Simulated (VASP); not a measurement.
# NaH in VASP: further runs

Aim: see how the results for NaH move with the level of theory and the settings. Levels: r2SCAN, HSE06. Tasks: single point.

Program: VASP 6.6.1. These are calculated values, not measurements. Logs are shortened: lines on timing, memory, paths and dates and some standing lists are left out, and cuts for length are marked.

## Step 1: The cell of the first run

Symmetry: I4/mmm, No. 139, tetragonal system. The conventional cell has a = 3.391 Å, b = 3.391 Å, c = 4.630 Å, α = 90.00°, β = 90.00°, γ = 90.00°. Within 3.1 Å of Na (site symmetry 4/mmm) lie 6 H at 2.31 to 2.40 Å. Within 3.1 Å of H (site symmetry 4/mmm) lie 6 Na at 2.31 to 2.40 Å.

## Step 2: Single point, r2SCAN (uniaxial z strain -3.5%)

File POSCAR:

```
NaH
1.0
    0.0000000000      2.3975122917      2.3147981176
    2.3975122917      0.0000000000      2.3147981176
    2.3975122917      2.3975122917      0.0000000000
Na H
1 1
Direct
    0.0000000000      0.0000000000      0.0000000000
    0.5000000000      0.5000000000      0.5000000000
```

File INCAR.step1:

```
  PREC = Accurate
  ENCUT = 520
  ISMEAR = 0
  SIGMA = 0.01
  LREAL = False
  LASPH = True
  NELM = 60
  NBANDS = 11
  GGA = PE
  ALGO = Normal
  EDIFF = 1E-4
  LWAVE = True
  LCHARG = False
```

File INCAR.step2:

```
  PREC = Accurate
  ENCUT = 520
  EDIFF = 1E-7
  ISMEAR = 0
  SIGMA = 0.01
  LREAL = False
  LASPH = True
  NELM = 60
  ALGO = Normal
  ISIF = 2
  LWAVE = False
  LCHARG = False
  METAGGA = R2SCAN
  LMIXTAU = True
  NBANDS = 11
  ISTART = 1
```

File KPOINTS:

```
regular mesh
0
Gamma
  10 10 10
```

Potentials or basis: VASP PAW PBE potentials, release 64 (Na_pv, H).

The run is started by

```sh
$ cat potpaw_PBE.64/Na_pv/POTCAR potpaw_PBE.64/H/POTCAR > POTCAR
$ cp INCAR.step1 INCAR
$ mpirun -np 1 vasp_std > vasp.out
$ cp INCAR.step2 INCAR
$ mpirun -np 1 vasp_std > vasp.out
```

OUTCAR:

```text
PREC = Accurate
   ENCUT = 520
   EDIFF = 1E-7
   ISMEAR = 0
   LREAL = False
   LASPH = True
   NELM = 60
   ISIF = 2
   METAGGA = R2SCAN
   ISTART = 1

 ion  position               nearest neighbor table
   1  0.000  0.000  0.000-
   2  0.500  0.500  0.500-

  LATTYP: Found a body centered tetragonal cell.
 ALAT       =     3.3905943989
 C/A-ratio  =     1.3654231944

  Lattice vectors:

 A1 = (   0.0000000000,  -2.3975122917,  -2.3147981176)
 A2 = (   0.0000000000,   2.3975122917,  -2.3147981176)
 A3 = (   2.3975122917,   0.0000000000,   2.3147981176)

Analysis of symmetry for initial positions (statically):
=====================================================================
 Subroutine PRICEL returns:
 Original cell was already a primitive cell.

 Routine SETGRP: Setting up the symmetry group for a
 body centered tetragonal supercell.

 Subroutine GETGRP returns: Found 16 space group operations
 (whereof 16 operations were pure point group operations)
 out of a pool of 16 trial point group operations.

The static configuration has the point symmetry D_4h.

Analysis of symmetry for dynamics (positions and initial velocities):
=====================================================================
 Subroutine PRICEL returns:
 Original cell was already a primitive cell.

 Routine SETGRP: Setting up the symmetry group for a
 body centered tetragonal supercell.

 Subroutine GETGRP returns: Found 16 space group operations
 (whereof 16 operations were pure point group operations)
 out of a pool of 16 trial point group operations.

The dynamic configuration has the point symmetry D_4h.

 Subroutine INISYM returns: Found 16 space group operations
 (whereof 16 operations are pure point group operations),
 and found     1 'primitive' translations

----------------------------------------------------------------------------------------

                                     Primitive cell

  volume of cell :      26.6112

  direct lattice vectors                    reciprocal lattice vectors
     0.000000000  2.397512292  2.314798118    -0.208549504  0.208549504  0.216001558
     2.397512292  0.000000000  2.314798118     0.208549504 -0.208549504  0.216001558
     2.397512292  2.397512292  0.000000000     0.208549504  0.208549504 -0.216001558

  length of vectors
     3.332619917  3.332619917  3.390594399     0.365571422  0.365571422  0.365571422

  position of ions in fractional coordinates (direct lattice)
     0.000000000  0.000000000  0.000000000
     0.500000000  0.500000000  0.500000000

  ion indices of the primitive-cell ions
   primitive index   ion index
                 1           1
                 2           2

----------------------------------------------------------------------------------------

 KPOINTS: regular mesh

Automatic generation of k-mesh.
 Grid dimensions read from file:
 generate k-points for:   10   10   10

 Generating k-lattice:

  Cartesian coordinates                     Fractional coordinates (reciprocal lattice)
    -0.020854950  0.020854950  0.021600156     0.100000000 -0.000000000  0.000000000
     0.020854950 -0.020854950  0.021600156    -0.000000000  0.100000000  0.000000000
     0.020854950  0.020854950 -0.021600156     0.000000000  0.000000000  0.100000000

  Length of vectors
     0.036557142  0.036557142  0.036557142

  Shift w.r.t. Gamma in fractional coordinates (k-lattice)
     0.000000000  0.000000000  0.000000000

 Subroutine IBZKPT returns following result:
 ===========================================

 Found    102 irreducible k-points:

 Following reciprocal coordinates:
            Coordinates               Weight
  0.000000  0.000000  0.000000      1.000000
  0.100000 -0.000000  0.000000      8.000000
  0.200000 -0.000000  0.000000      8.000000
  0.300000  0.000000  0.000000      8.000000
  0.400000 -0.000000  0.000000      8.000000
  0.500000 -0.000000  0.000000      4.000000
[... 16 lines left out ...]
  0.300000  0.300000  0.000000      2.000000
  0.400000  0.300000  0.000000      8.000000
 [... further k-points ...]
   k-points           NKPTS =    102   k-points in BZ     NKDIM =    102   number of bands    NBANDS=     11
   number of dos      NEDOS =    301   number of ions     NIONS =      2
   total plane-waves  NPLWV =  21952
   dimension x,y,z NGX =    28 NGY =   28 NGZ =   28
   dimension x,y,z NGXF=    56 NGYF=   56 NGZF=   56
   ions per type =               1   1
   NGX,Y,Z   is equivalent  to a cutoff of  13.97, 13.97, 13.73 a.u.
   NGXF,Y,Z  is equivalent  to a cutoff of  27.94, 27.94, 27.46 a.u.
 SYSTEM =  unknown system
   PREC   = accura    normal or accurate (medium, high low for compatibility)
   ISTART =      1    job   : 0-new  1-cont  2-samecut
   ICHARG =      0    charge: 1-file 2-atom 10-const
   ISPIN  =      1    spin polarized calculation?
   LNONCOLLINEAR =      F non collinear calculations
   LSORBIT =      F    spin-orbit coupling
   LASPH  =      T    aspherical Exc in radial PAW
   ENCUT  =  520.0 eV  38.22 Ry    6.18 a.u.   6.20  6.20  6.30*2*pi/ulx,y,z
   NELM   =     60;   NELMIN=  2; NELMDL=  0     # of ELM steps
   EDIFF  = 0.1E-06   stopping-criterion for ELM
   LREAL  =      F    real-space projection
   EDIFFG = 0.1E-05   stopping-criterion for IOM
   NSW    =      0    number of steps for IOM
   IBRION =     -1    ionic relax: 0-MD 1-quasi-New 2-CG
   NFREE  =      0    steps in history (QN), initial steepest desc. (CG)
   ISIF   =      2    stress and relaxation
   ISYM   =      2    0-nonsym 1-usesym 2-fastsym
   POTIM  = 0.5000    time-step for ionic-motion
   TEBEG  =    0.0;   TEEND  =   0.0 temperature during run
   PSTRESS=    0.0 pullay stress
   NELECT =       8.0000    total number of electrons
   NUPDOWN=      -1.0000    fix difference up-down
   EMIN   =  10.00;   EMAX   =-10.00  energy-range for DOS
   EFERMI =   0.00;   METHOD = LEGACY
   ISMEAR =     0;   SIGMA  =   0.01  broadening in eV -4-tet -1-fermi 0-gaus
   EFERMI_NEDOS =   21; number of points for ismear=-14 and -15
   IALGO  =     38    algorithm
   IMIX   =      4    mixing-type and parameters
     AMIX     =   0.40;   BMIX     =  1.00
     AMIX_MAG =   1.60;   BMIX_MAG =  1.00
  volume/ion in A,a.u.               =      13.31        89.79
  Fermi-wavevector in a.u.,A,eV,Ry     =   1.096688  2.072440 16.364071  1.202725
  Thomas-Fermi vector in A             =   2.233035
   LORBIT       =      0    0 simple, 1 ext, 2 COOP (PROOUT), +10 PAW based schemes
   METAGGA = R2SCAN    functional components
   LHFCALC =     F    Hartree Fock is set to
   AEXX    =    0.0000 exact exchange contribution
   IVDW    =     0    specifies the selected vdW correction
   LEPSILON=     F    determine dielectric tensor
   LRPA    =     F    only Hartree local field effects (RPA)
 non-spin polarized calculation
 Gauss-broadening in eV      SIGMA  =   0.01
  energy-cutoff  :      520.00
  volume of cell :       26.61
 maximum number of plane-waves:       740
 NGX is ok and might be reduce to    28
   NGX = 13   NGY = 13   NGZ = 13

 number of electron       7.9999997 magnetization

 Free energy of the ion-electron system (eV)
  ---------------------------------------------------
  ext. energy  EPLUGINS =         0.00000000
  ---------------------------------------------------
  free energy    TOTEN  =        -7.59818970 eV

  energy without entropy =       -7.59818970  energy(sigma->0) =       -7.59818970

 E-fermi :  -1.0903     XC(G=0):  -8.3548

 val. band max:       -1.2490971840   @ k =  -0.3000   0.5000   0.2000
 cond. band min:       3.2082721860   @ k =   0.5000  -0.0000   0.0000
 fundamental gap:      4.4573693700
 Fermi energy:        -1.0903156928

 k-point     1 :       0.0000    0.0000    0.0000
  band No.  band energies     occupation
      1     -24.0655      2.00000
      2     -24.0652      2.00000
      3     -24.0529      2.00000
      4      -4.9842      2.00000
      5      10.6931      0.00000
      6      15.4777      0.00000
      7      15.4777      0.00000
      8      15.6638      0.00000
      9      16.5660      0.00000
     10      16.5661      0.00000
     11      16.6917      0.00000

 k-point     2 :       0.1000   -0.0000    0.0000
  band No.  band energies     occupation
      1     -24.0736      2.00000
      2     -24.0669      2.00000
      3     -24.0561      2.00000
      4      -4.8019      2.00000
      5       9.9869      0.00000
      6      13.4120      0.00000
      7      14.8131      0.00000
      8      15.0383      0.00000
      9      17.2285      0.00000
     10      17.3010      0.00000
     11      17.6365      0.00000

 k-point     3 :       0.2000   -0.0000    0.0000
  band No.  band energies     occupation
      1     -24.0996      2.00000
      2     -24.0707      2.00000
      3     -24.0600      2.00000
      4      -4.2738      2.00000
      5       8.0505      0.00000
      6      11.9622      0.00000
      7      13.9636      0.00000
      8      14.3171      0.00000
      9      17.5521      0.00000
     10      17.9639      0.00000
     11      18.8186      0.00000

 k-point     4 :       0.3000    0.0000    0.0000
  band No.  band energies     occupation
      1     -24.1328      2.00000
      2     -24.0753      2.00000
      3     -24.0634      2.00000
      4      -3.4706      2.00000
      5       5.8092      0.00000
      6      11.2669      0.00000
      7      13.3003      0.00000
      8      13.7589      0.00000
      9      17.1574      0.00000
     10      17.8132      0.00000
     11      19.7159      0.00000

 k-point     5 :       0.4000   -0.0000    0.0000
  band No.  band energies     occupation
      1     -24.1595      2.00000
      2     -24.0790      2.00000
      3     -24.0660      2.00000
      4      -2.5848      2.00000
      5       3.9846      0.00000
      6      10.9285      0.00000
      7      12.8825      0.00000
      8      13.4075      0.00000
      9      16.7879      0.00000
     10      17.4839      0.00000
     11      19.7300      0.00000
[... 211 lines left out ...]
 k-point    21 :      -0.3000    0.2000    0.0000
  band No.  band energies     occupation
      1     -24.1424      2.00000
      2     -24.0913      2.00000
      3     -24.0805      2.00000
      4      -2.4644      2.00000
      5       5.0665      0.00000
      6       7.7162      0.00000
      7      12.5090      0.00000
      8      13.8505      0.00000
      9      18.2960      0.00000
     10      18.3918      0.00000
     11      20.8655      0.00000

 k-point    22 :      -0.2000    0.2000    0.0000
  band No.  band energies     occupation
      1     -24.1267      2.00000
      2     -24.0814      2.00000
      3     -24.0748      2.00000
      4      -3.2594      2.00000
      5       6.3932      0.00000
      6       8.5182      0.00000
      7      13.4783      0.00000
      8      14.2752      0.00000
      9      17.5989      0.00000
     10      18.9942      0.00000
     11      19.0336      0.00000

 k-point    23 :       0.3000    0.3000    0.0000
  band No.  band energies     occupation
      1     -24.1196      2.00000
      2     -24.0917      2.00000
      3     -24.0914      2.00000
      4      -2.9583      2.00000
      5       6.4507      0.00000
      6      10.5528      0.00000
      7      11.0653      0.00000
      8      11.0653      0.00000
      9      14.4693      0.00000
     10      21.3425      0.00000
     11      23.0130      0.00000

 k-point    24 :       0.4000    0.3000    0.0000
  band No.  band energies     occupation
      1     -24.1342      2.00000
      2     -24.0971      2.00000
      3     -24.0962      2.00000
      4      -2.3192      2.00000
      5       5.5525      0.00000
      6       8.7652      0.00000
      7      10.7656      0.00000
      8      11.8683      0.00000
      9      14.2587      0.00000
     10      21.6880      0.00000
     11      22.6800      0.00000

 [... further k-points ...]

------------------------ aborting loop because EDIFF is reached ----------------------------------------

  FORCE on cell =-STRESS in cart. coord.  units (eV):
  Direction    XX          YY          ZZ          XY          YZ          ZX
  --------------------------------------------------------------------------------------
  -------------------------------------------------------------------------------------
  Total        0.0161627      0.0161627      0.2797953      0.0000000      0.0000000      0.0000000
  in kB        0.9731044      0.9731044     16.8455901      0.0000000      0.0000000      0.0000000
  external PRESSURE =       6.2639330 kB  Pullay stress =       0.0000000 kB

 VOLUME and BASIS-vectors are now :
 -----------------------------------------------------------------------------
  energy-cutoff  :      520.00
  volume of cell :       26.61
      direct lattice vectors                 reciprocal lattice vectors
     0.000000000  2.397512292  2.314798118    -0.208549504  0.208549504  0.216001558
     2.397512292  0.000000000  2.314798118     0.208549504 -0.208549504  0.216001558
     2.397512292  2.397512292  0.000000000     0.208549504  0.208549504 -0.216001558

 POSITION                                       TOTAL-FORCE (eV/Angst)
 -----------------------------------------------------------------------------------
      0.00000      0.00000      0.00000         0.000000      0.000000      0.000000
      2.39751      2.39751      2.31480         0.000000     -0.000000      0.000000
 -----------------------------------------------------------------------------------
    total drift:                               -0.000000     -0.000000     -0.000000

  FREE ENERGIE OF THE ION-ELECTRON SYSTEM (eV)
  ---------------------------------------------------
  free  energy   TOTEN  =        -7.5981896957 eV

  energy  without entropy=       -7.5981896957  energy(sigma->0) =       -7.59818970
```

It took 2.9 min on 1 thread of Intel Xeon Platinum 8488C (Sapphire Rapids), shared host; peak memory 0.17 GiB.

Results:

```
Free energy            : -7.5982 eV
Pressure               : 0.6 GPa
Band gap on the k mesh : 4.46 eV (least direct gap 5.34 eV)
```

Levels at points of the mesh, in eV from the valence-band top:
```
           k point  band 1  band 2  band 3  band 4  band 5  band 6  band 7  band 8
(0.00, 0.00, 0.00)  -22.82  -22.82  -22.80   -3.74   11.94   16.73   16.73   16.91
(0.50, 0.00, 0.00)  -22.92  -22.83  -22.82   -0.88    4.46   12.08   13.99   14.54
(0.50, 0.50, 0.00)  -22.90  -22.86  -22.86   -0.09    5.61   10.67   11.44   11.44
(0.50, 0.00, 0.50)  -22.91  -22.85  -22.84   -0.26    5.15   11.05   11.91   11.93
```

Caveat: the cell differs from its parent crystal (uniaxial z strain -3.5%); the structure was generated, so it needn't be the stable form of NaH; the PAW data sets were made with another functional, which shifts forces and pressure a little. A k mesh can miss the band edges.

## Step 3: Single point, r2SCAN (strain along [111] +3.3%)

File POSCAR:

```
NaH
1.0
    0.0529051046      2.4504173962      2.4504173962
    2.4504173962      0.0529051046      2.4504173962
    2.4504173962      2.4504173962      0.0529051046
Na H
1 1
Direct
    0.0000000000      0.0000000000      0.0000000000
    0.5000000000      0.5000000000      0.5000000000
```

File INCAR.step1:

```
SYSTEM = NaH
PREC     = Accurate       ! precision mode
ENCUT    = 520            ! plane-wave cutoff, eV
ISMEAR   = 0              ! smearing method
SIGMA    = 0.01           ! smearing width, eV
LREAL    = .False.        ! projectors in reciprocal space
LASPH    = .True.         ! aspherical terms in the spheres
NELM     = 100            ! most SCF steps
NBANDS   = 11             ! bands
GGA      = PE             ! functional
ALGO     = Normal         ! electronic algorithm
EDIFF    = 1E-4           ! SCF threshold, eV
LWAVE    = .True.         ! write WAVECAR
LCHARG   = .False.        ! write CHGCAR
```

File INCAR.step2:

```
SYSTEM = NaH
PREC     = Accurate       ! precision mode
ENCUT    = 520            ! plane-wave cutoff, eV
EDIFF    = 1E-7           ! SCF threshold, eV
ISMEAR   = 0              ! smearing method
SIGMA    = 0.01           ! smearing width, eV
LREAL    = .False.        ! projectors in reciprocal space
LASPH    = .True.         ! aspherical terms in the spheres
NELM     = 100            ! most SCF steps
ALGO     = Normal         ! electronic algorithm
ISIF     = 2              ! what is computed and relaxed
LWAVE    = .False.        ! write WAVECAR
LCHARG   = .True.         ! write CHGCAR
METAGGA  = R2SCAN         ! meta-GGA
LMIXTAU  = .True.       
LELF     = .True.         ! ELF
LVHAR    = .True.       
NBANDS   = 11             ! bands
ISTART   = 1
```

File KPOINTS:

```
regular mesh
0
Gamma
  10 10 10
  0 0 0
```

Potentials or basis: VASP PAW PBE potentials, release 64 (Na_pv, H).

The run is started by

```sh
$ cat potpaw_PBE.64/Na_pv/POTCAR potpaw_PBE.64/H/POTCAR > POTCAR
$ cp INCAR.step1 INCAR
$ mpirun -np 1 vasp_std > vasp.out
$ cp INCAR.step2 INCAR
$ mpirun -np 1 vasp_std > vasp.out
```

Wall time 3.1 min (1 thread of Intel Xeon Platinum 8488C (Sapphire Rapids), shared host); peak memory 0.17 GiB.

It converged, with:

```
Free energy            : -7.5961 eV
Pressure               : -1.0 GPa
Band gap on the k mesh : 4.17 eV (least direct gap 5.13 eV)
```

Stress tensor (GPa, compression positive):
```
-1.01 -0.53 -0.53
-0.53 -1.01 -0.53
-0.53 -0.53 -1.01
```

Levels at points of the mesh, in eV from the valence-band top:
| k point | band 2 | band 3 | band 4 | band 5 | band 6 | band 7 |
| --- | --- | --- | --- | --- | --- | --- |
| (0.00, 0.00, 0.00) | -22.91 | -22.90 | -3.51 | 11.35 | 15.83 | 16.55 |
| (0.50, 0.00, 0.00) | -22.92 | -22.91 | -0.77 | 4.43 | 11.55 | 13.56 |
| (0.50, 0.50, 0.00) | -22.94 | -22.93 | -0.15 | 5.18 | 10.67 | 11.07 |
| (0.50, 0.50, 0.50) | -22.92 | -22.92 | -0.95 | 4.17 | 11.88 | 14.18 |

Caveat: the cell differs from its parent crystal (strain along [111] +3.3%); the structure was generated, so it needn't be the stable form of NaH; the PAW data sets were made with another functional, which shifts forces and pressure a little. A k mesh can miss the band edges.

[end of part 1 of 2]
